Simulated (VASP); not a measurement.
# NiO (Fm-3m) in VASP: a series of runs, part 2 of 2

VASP 6.6.1. Earlier steps stand in the parts before.

**3. Single point, PBE, collinear spin, ferromagnetic start (volume scaled by 0.98)**

INCAR

```
PREC     = Accurate       # precision mode
ENCUT    = 520            # plane-wave cutoff, eV
EDIFF    = 1E-6           # SCF threshold, eV
ISMEAR   = -1             # smearing method
SIGMA    = 0.03           # smearing width, eV
LREAL    = F              # projectors in reciprocal space
LASPH    = T              # aspherical terms in the spheres
NELM     = 150            # most SCF steps
ALGO     = Normal         # electronic algorithm
ISIF     = 2              # what is computed and relaxed
LWAVE    = F              # write WAVECAR
LCHARG   = F              # write CHGCAR
ISPIN    = 2              # spin polarisation
MAGMOM   = 1.5 0          # initial moments
LORBIT   = 11             # projections on sites
LMAXMIX  = 4              # l up to which the mixer works
GGA      = PE             # functional
NBANDS   = 19             # bands
```

KPOINTS

```
regular mesh
0
Gamma
  15 15 15
```

POSCAR

```
NiO
1.0
    0.0000000000      2.0772739395      2.0772739395
    2.0772739395      0.0000000000      2.0772739395
    2.0772739395      2.0772739395      0.0000000000
Ni O
1 1
Direct
    0.0000000000      0.0000000000      0.0000000000
    0.5000000000      0.5000000000      0.5000000000
```

Potentials or basis: VASP PAW PBE potentials, release 64 (Ni, O).

The run is started by

```
cat potpaw_PBE.64/Ni/POTCAR potpaw_PBE.64/O/POTCAR > POTCAR
mpirun -np 1 vasp_std > vasp.out
```

OUTCAR:

```text
PREC = Accurate
   ENCUT = 520
   EDIFF = 1E-6
   ISMEAR = -1
   LREAL = F
   LASPH = T
   NELM = 150
   ISIF = 2
   ISPIN = 2
   LORBIT = 11
   GGA = PE

 ion  position               nearest neighbor table
   1  0.000  0.000  0.000-   2 2.08   2 2.08   2 2.08   2 2.08   2 2.08   2 2.08
   2  0.500  0.500  0.500-   1 2.08   1 2.08   1 2.08   1 2.08   1 2.08   1 2.08

  LATTYP: Found a face centered cubic cell.
 ALAT       =     4.1545478790

  Lattice vectors:

 A1 = (   0.0000000000,   2.0772739395,   2.0772739395)
 A2 = (   2.0772739395,   0.0000000000,   2.0772739395)
 A3 = (   2.0772739395,   2.0772739395,   0.0000000000)

Analysis of symmetry for initial positions (statically):
=====================================================================
 Subroutine PRICEL returns:
 Original cell was already a primitive cell.

 Routine SETGRP: Setting up the symmetry group for a
 face centered cubic supercell.

 Subroutine GETGRP returns: Found 48 space group operations
 (whereof 48 operations were pure point group operations)
 out of a pool of 48 trial point group operations.

The static configuration has the point symmetry O_h .

Analysis of symmetry for dynamics (positions and initial velocities):
=====================================================================
 Subroutine PRICEL returns:
 Original cell was already a primitive cell.

 Routine SETGRP: Setting up the symmetry group for a
 face centered cubic supercell.

 Subroutine GETGRP returns: Found 48 space group operations
 (whereof 48 operations were pure point group operations)
 out of a pool of 48 trial point group operations.

The dynamic configuration has the point symmetry O_h .

Analysis of structural, dynamic, and magnetic symmetry:
=====================================================================
 Subroutine PRICEL returns:
 Original cell was already a primitive cell.

[... 139 lines left out ...]
  energy-cutoff  :      520.00
  volume of cell :       17.93
 maximum number of plane-waves:       531
 NGX is ok and might be reduce to    24
   NGX = 11   NGY = 11   NGZ = 11

 number of electron      15.9999994 magnetization       1.6603708

 Free energy of the ion-electron system (eV)
  ---------------------------------------------------
  ext. energy  EPLUGINS =         0.00000000
  ---------------------------------------------------
  free energy    TOTEN  =       -11.46205907 eV

  energy without entropy =      -11.45843886  energy(sigma->0) =      -11.46024896

 E-fermi :   8.1838     XC(G=0): -12.7735

 val. band max:        8.1821952874   @ k =   0.3333   0.2000   0.0667
 cond. band min:       8.1924750835   @ k =  -0.2000   0.2000   0.0000
 fundamental gap:      0.0102797961
 Fermi energy:         8.1838332571

 spin component 1

 k-point     1 :       0.0000    0.0000    0.0000
  band No.  band energies     occupation
      1     -12.4004      1.00000
      2       5.0529      1.00000
      3       5.0529      1.00000
      4       5.0564      1.00000
      5       5.0564      1.00000
      6       5.0564      1.00000
[... 517 lines left out ...]
     18      36.1644      0.00000
     19      38.8655      0.00000

 [... further k-points ...]

 spin component 2

 k-point     1 :       0.0000    0.0000    0.0000
  band No.  band energies     occupation
      1     -11.9954      1.00000
      2       5.5269      1.00000
      3       5.5269      1.00000
      4       5.5269      1.00000
      5       6.2591      1.00000
      6       6.2593      1.00000
[... 517 lines left out ...]
     18      36.6612      0.00000
     19      39.4674      0.00000

 [... further k-points ...]
[... 5 lines left out ...]
  --------------------------------------------------------------------------------------
  -------------------------------------------------------------------------------------
  Total        0.8637702      0.8637702      0.8637702     -0.0000000      0.0000000     -0.0000000
  in kB       77.1964812     77.1964812     77.1964812     -0.0000000      0.0000000     -0.0000000
  external PRESSURE =      77.1964812 kB  Pullay stress =       0.0000000 kB

 VOLUME and BASIS-vectors are now :
 -----------------------------------------------------------------------------
  energy-cutoff  :      520.00
  volume of cell :       17.93
      direct lattice vectors                 reciprocal lattice vectors
     0.000000000  2.077273939  2.077273939    -0.240700078  0.240700078  0.240700078
     2.077273939  0.000000000  2.077273939     0.240700078 -0.240700078  0.240700078
     2.077273939  2.077273939  0.000000000     0.240700078  0.240700078 -0.240700078

 POSITION                                       TOTAL-FORCE (eV/Angst)
 -----------------------------------------------------------------------------------
      0.00000      0.00000      0.00000        -0.000000     -0.000000     -0.000000
      2.07727      2.07727      2.07727         0.000000      0.000000      0.000000
 -----------------------------------------------------------------------------------
    total drift:                                0.000000     -0.000000     -0.000000

  FREE ENERGIE OF THE ION-ELECTRON SYSTEM (eV)
  ---------------------------------------------------
  free  energy   TOTEN  =       -11.4620590682 eV

  energy  without entropy=      -11.4584388564  energy(sigma->0) =      -11.46024896

 total charge

# of ion       s       p       d       tot
------------------------------------------
    1        0.337   0.416   8.267   9.020
    2        1.557   3.428   0.000   4.985
--------------------------------------------------
tot          1.894   3.844   8.267  14.005

 magnetization (x)

# of ion       s       p       d       tot
------------------------------------------
    1        0.012   0.015   1.346   1.373
    2        0.028   0.219   0.000   0.247
--------------------------------------------------
tot          0.040   0.234   1.346   1.620
```

Wall time 84 s (1 thread of Intel Xeon Platinum 8259CL at 2.50GHz (Skylake/Cascade Lake), shared host); peak memory 0.19 GiB.

Results:

* Free energy: -11.4621 eV
* Pressure: 7.7 GPa
* Net moment: 1.66 μB per cell
* Site moments: Ni +1.37; O +0.25 μB
* Valence electrons inside the program's atomic spheres: Ni 9.02; O 4.99

Caveat: a cell with one magnetic atom can't hold antiferromagnetic order, which such compounds often take; semilocal functionals often make such compounds metallic where correlation or magnetic order opens a gap, which also shifts bond lengths.

**4. Single point, PBE, collinear spin, ferromagnetic start (volume scaled by 1.02)**

INCAR

```
SYSTEM = NiO
  ALGO = Normal
  EDIFF = 1E-6
  ENCUT = 520
  GGA = PE
  ISIF = 2
  ISMEAR = -1
  ISPIN = 2
  LASPH = .TRUE.
  LCHARG = .FALSE.
  LMAXMIX = 4
  LORBIT = 11
  LREAL = .FALSE.
  LWAVE = .FALSE.
  MAGMOM = 1.5 0
  NBANDS = 19
  NELM = 150
  PREC = Accurate
  SIGMA = 0.03
```

KPOINTS

```
k-points
0
G
  15 15 15
  0 0 0
```

POSCAR

```
NiO
1.0
    0.0000000000      2.1051601387      2.1051601387
    2.1051601387      0.0000000000      2.1051601387
    2.1051601387      2.1051601387      0.0000000000
Ni O
1 1
Direct
    0.0000000000      0.0000000000      0.0000000000
    0.5000000000      0.5000000000      0.5000000000
```

Potentials or basis: VASP PAW PBE potentials, release 64 (Ni, O).

The run is started by

```
cat potpaw_PBE.64/Ni/POTCAR potpaw_PBE.64/O/POTCAR > POTCAR
mpirun -np 1 vasp_std > vasp.out
```

OUTCAR:

```text
SYSTEM = NiO
   EDIFF = 1E-6
   ENCUT = 520
   GGA = PE
   ISIF = 2
   ISMEAR = -1
   ISPIN = 2
   LASPH = .TRUE.
   LORBIT = 11
   LREAL = .FALSE.
   NELM = 150
   PREC = Accurate

 ion  position               nearest neighbor table
   1  0.000  0.000  0.000-   2 2.11   2 2.11   2 2.11   2 2.11   2 2.11   2 2.11
   2  0.500  0.500  0.500-   1 2.11   1 2.11   1 2.11   1 2.11   1 2.11   1 2.11

  LATTYP: Found a face centered cubic cell.
 ALAT       =     4.2103202774

  Lattice vectors:

 A1 = (   0.0000000000,   2.1051601387,   2.1051601387)
 A2 = (   2.1051601387,   0.0000000000,   2.1051601387)
 A3 = (   2.1051601387,   2.1051601387,   0.0000000000)

[... 1271 lines left out ...]
  energy-cutoff  :      520.00
  volume of cell :       18.66
      direct lattice vectors                 reciprocal lattice vectors
     0.000000000  2.105160139  2.105160139    -0.237511622  0.237511622  0.237511622
     2.105160139  0.000000000  2.105160139     0.237511622 -0.237511622  0.237511622
     2.105160139  2.105160139  0.000000000     0.237511622  0.237511622 -0.237511622

 POSITION                                       TOTAL-FORCE (eV/Angst)
 -----------------------------------------------------------------------------------
      0.00000      0.00000      0.00000        -0.000000     -0.000000     -0.000000
      2.10516      2.10516      2.10516         0.000000      0.000000      0.000000
 -----------------------------------------------------------------------------------
    total drift:                                0.000000     -0.000000     -0.000000

  FREE ENERGIE OF THE ION-ELECTRON SYSTEM (eV)
  ---------------------------------------------------
  free  energy   TOTEN  =       -11.4806544741 eV

  energy  without entropy=      -11.4769491495  energy(sigma->0) =      -11.47880181

 total charge

# of ion       s       p       d       tot
------------------------------------------
    1        0.324   0.386   8.232   8.942
    2        1.557   3.411   0.000   4.967
--------------------------------------------------
tot          1.881   3.797   8.232  13.910

 magnetization (x)

# of ion       s       p       d       tot
------------------------------------------
    1        0.011   0.015   1.419   1.445
    2        0.027   0.241   0.000   0.268
--------------------------------------------------
tot          0.039   0.255   1.419   1.713
```

Wall time 1.8 min (1 thread of Intel Xeon Platinum 8259CL at 2.50GHz (Skylake/Cascade Lake), shared host); peak memory 0.2 GiB.

What came out:

```yaml
Free_energy: -11.4807 eV
Pressure: 0.2 GPa
Net_moment: 1.76 μB per cell
Site_moments: Ni +1.45; O +0.27 μB
Valence_electrons_inside_the_program's_atomic_spheres: Ni 8.94; O 4.97
```

Caveat: a cell with one magnetic atom can't hold antiferromagnetic order, which such compounds often take; semilocal functionals often make such compounds metallic where correlation or magnetic order opens a gap, which also shifts bond lengths.

**5. Single point, PBE, collinear spin, ferromagnetic start (volume scaled by 1.06)**

INCAR

```
PREC     = Accurate       # precision mode
ENCUT    = 520            # plane-wave cutoff, eV
EDIFF    = 1E-7           # SCF threshold, eV
ISMEAR   = -1             # smearing method
SIGMA    = 0.03           # smearing width, eV
LREAL    = False          # projectors in reciprocal space
LASPH    = True           # aspherical terms in the spheres
NELM     = 150            # most SCF steps
ALGO     = Normal         # electronic algorithm
ISIF     = 2              # what is computed and relaxed
LWAVE    = False          # write WAVECAR
LCHARG   = False          # write CHGCAR
ISPIN    = 2              # spin polarisation
MAGMOM   = 1.5 0          # initial moments
LORBIT   = 11             # projections on sites
LMAXMIX  = 4              # l up to which the mixer works
GGA      = PE             # functional
NBANDS   = 19             # bands
```

KPOINTS

```
regular mesh
0
Gamma
  15 15 15
```

POSCAR

```
NiO
1.0
    0.0000000000      2.1323264917      2.1323264917
    2.1323264917      0.0000000000      2.1323264917
    2.1323264917      2.1323264917      0.0000000000
Ni O
1 1
Direct
    0.0000000000      0.0000000000      0.0000000000
    0.5000000000      0.5000000000      0.5000000000
```

The run is started by

```
cat potpaw_PBE.64/Ni/POTCAR potpaw_PBE.64/O/POTCAR > POTCAR
mpirun -np 1 vasp_std > vasp.out
```

It took 2.2 min on 1 thread of Intel Xeon Platinum 8259CL at 2.50GHz (Skylake/Cascade Lake), shared host; peak memory 0.2 GiB.

Results (log left out):

- Free energy: -11.4688 eV
- Pressure: -5.7 GPa
- Net moment: 1.85 μB per cell
- Site moments: Ni +1.51; O +0.29 μB
- Valence electrons inside the program's atomic spheres: Ni 8.87; O 4.95

Levels at points of the mesh, in eV from the Fermi level:
Spin up:
| k point | band 7 | band 8 | band 9 | band 10 | band 11 | band 12 |
| --- | --- | --- | --- | --- | --- | --- |
| (0.00, 0.00, 0.00) | -2.53 | -2.53 | -2.53 | 1.26 | 17.71 | 18.50 |
Spin down:
| k point | band 3 | band 4 | band 5 | band 6 | band 7 | band 8 | band 9 | band 10 | band 11 | band 12 |
| --- | --- | --- | --- | --- | --- | --- | --- | --- | --- | --- |
| (0.00, 0.00, 0.00) | -2.13 | -2.13 | -1.67 | -1.67 | -1.67 | -0.42 | -0.42 | 1.62 | 17.63 | 18.71 |

Caveat: a cell with one magnetic atom can't hold antiferromagnetic order, which such compounds often take; semilocal functionals often make such compounds metallic where correlation or magnetic order opens a gap, which also shifts bond lengths.

**6. The runs side by side**

```tsv
cell	gap on the mesh (eV)	pressure (GPa)	moment (μB)
a = 2.898 Å, angles 60.0°, 2 atoms	none	16.5	1.52
a = 2.938 Å, angles 60.0°, 2 atoms	none	7.7	1.66
a = 2.977 Å, angles 60.0°, 2 atoms	none	0.2	1.76
a = 3.016 Å, angles 60.0°, 2 atoms	none	-5.7	1.85
```

Alike in all rows: task single point; level PBE; potentials or basis VASP PAW PBE potentials, release 64 (Ni, O); spin collinear, ferromagnetic start; k mesh 15 × 15 × 15; cutoff (eV) 520; smearing fermi-dirac 0.03 eV.

Caveats: a cell with one magnetic atom can't hold antiferromagnetic order, which such compounds often take; semilocal functionals often make such compounds metallic where correlation or magnetic order opens a gap, which also shifts bond lengths.

Absolute energies hang on the potentials; compare differences alone.
